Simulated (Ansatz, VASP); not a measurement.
As in VASP and in Ansatz

```
CELL_PARAMETERS angstrom
2.75446 0.00000 0.00000
0.00000 2.75446 0.00000
0.00000 0.00000 2.75446
ATOMIC_POSITIONS crystal
As 0.50000 0.50000 0.50000
```

Alike in both runs: task single point; functional PBEsol; k mesh 16 × 16 × 16; occupations gaussian, width 0.1 eV; no spin polarisation.

```csv
,VASP,Ansatz
version,VASP 6.6.1,Ansatz 0.2.0
potentials or method,"VASP PAW PBE potentials, release 64 (As), cutoff 520 eV","scalar-relativistic, plane waves, PAW"
valence electrons in the cell,5,15
```

Ansatz gave:

```
gap on the k mesh at the Fermi level (eV) : none
pressure (GPa)                            : -5.6
```

**Question.** Which values does VASP return?

**Answer.** gap on the k mesh at the Fermi level (eV): none; pressure (GPa): -5.4.

VASP's potentials were made for PBE, not for PBEsol. A gap of «none» marks a metal or a gap that the smearing closes. With one functional, cell and mesh, what is left measures potentials, basis and numerics. VASP's potentials hold 5 valence electrons a cell and Ansatz's 15, so a difference there can come from the potentials and not from the codes.
